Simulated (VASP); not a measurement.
Input of a VASP 6.6.1 run:

Contents of INCAR:

```
ALGO = Normal
EDIFF = 1E-8
ENCUT = 520
ISIF = 2
ISMEAR = -1
LASPH = True
LCHARG = False
LEFG = True
LREAL = False
LWAVE = False
NBANDS = 11
NELM = 80
PREC = Accurate
SIGMA = 0.08
```

The input KPOINTS:

```
k-points
0
Gamma
  12 12 12
```

Contents of POSCAR:

```
Si
1.0
    0.0000000000      2.7687280309      2.7687280309
    2.7687280309      0.0000000000      2.7687280309
    2.7687280309      2.7687280309      0.0000000000
Si
2
Direct
    0.5000000000      0.5000000000      0.5000000000
    0.7500000000      0.7500000000      0.7500000000
```

Potentials or basis: VASP PAW LDA potentials, release 64 (Si).

Command:

```console
$ cat potpaw_LDA.64/Si/POTCAR > POTCAR
$ mpirun -np 1 vasp_std > vasp.out
```

Question: What does it give for the band gap on the k mesh?

Answer: 0.56 eV, indirect (least direct gap 2.36 eV).

Question: Estimate the pressure.

Answer: -6.1 GPa.

Caveat: without QUAD_EFG the Cq values of the log hold for a quadrupole moment of 1 mb, not for the nuclei. A k mesh can miss the band edges.
